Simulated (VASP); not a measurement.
Set up this calculation in VASP 6.6.1, as the native input.

```
Task                   : single point
Functional             : PBE
Potentials or basis    : VASP PAW PBE potentials, release 64 (P)
Cutoff                 : 520 eV
k mesh                 : 17 × 17 × 17
Occupations            : fermi-dirac, width 0.1 eV
Spin                   : no spin polarisation
Dipole correction      : no
Further INCAR settings : ALGO = Normal; EDIFF = 1e-06; NBANDS = 8
```

The structure of P lies in POSCAR:

```
P
1.0
    2.3145669232      0.0000000000      0.0000000000
    0.0000000000      2.3145669232      0.0000000000
    0.0000000000      0.0000000000      2.3145669232
P
1
Direct
    0.0000000000      0.0000000000      0.0000000000
```

This cell differs from its parent crystal: volume scaled by 0.85.

These files were run (other wordings do the same):

INCAR

```
SYSTEM = P
PREC = Accurate
ENCUT = 520
EDIFF = 1E-6
ISMEAR = -1
SIGMA = 0.1
LREAL = .False.
LASPH = .True.
NELM = 100
ALGO = Normal
ISIF = 2
LWAVE = .False.
LCHARG = .False.
GGA = PE
NBANDS = 8
```

KPOINTS

```
Automatic mesh
0
Gamma
  17 17 17
  0 0 0
```

Potentials or basis: VASP PAW PBE potentials, release 64 (P).

Command:

```sh
$ cat potpaw_PBE.64/P/POTCAR > POTCAR
$ mpirun -np 1 vasp_std > vasp.out
```

It gave:

- Pressure: 26.8 GPa

It took 7.9 s on 1 thread of Intel Xeon 6975P-C, with other jobs on the host, peak memory 0.12 GiB.
